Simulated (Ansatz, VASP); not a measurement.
# PbS: VASP beside Ansatz

```
CELL_PARAMETERS angstrom
0.00000 2.99465 2.96500
2.99465 0.00000 2.96500
2.99465 2.99465 0.00000
ATOMIC_POSITIONS crystal
Pb 0.00000 0.00000 0.00000
S 0.50000 0.50000 0.50000
```

Change from the starting cell: equal xx and yy strain of +1 %.

Alike in both runs: task single point; functional PBE; k mesh 8 × 8 × 8; occupations fermi-dirac, width 0.01 eV; no spin polarisation.

|  | VASP | Ansatz |
| --- | --- | --- |
| version | VASP 6.6.1 | Ansatz 0.2.0 |
| potentials or method | VASP PAW PBE potentials, release 64 (Pb_d, S), cutoff 520 eV | all-electron LAPW, scalar-relativistic |

```tsv
	VASP	Ansatz	Ansatz less VASP
gap on the k mesh at the Fermi level (eV)	0.43	0.42	-0.008
pressure (GPa)	1.0	1.1	+0.09
traceless stress, the component that is largest in VASP (GPa)	0.81	0.81	-0.001
```

Ansatz ran all-electron here, and VASP with PAW potentials.

Neither program's run includes spin-orbit coupling.
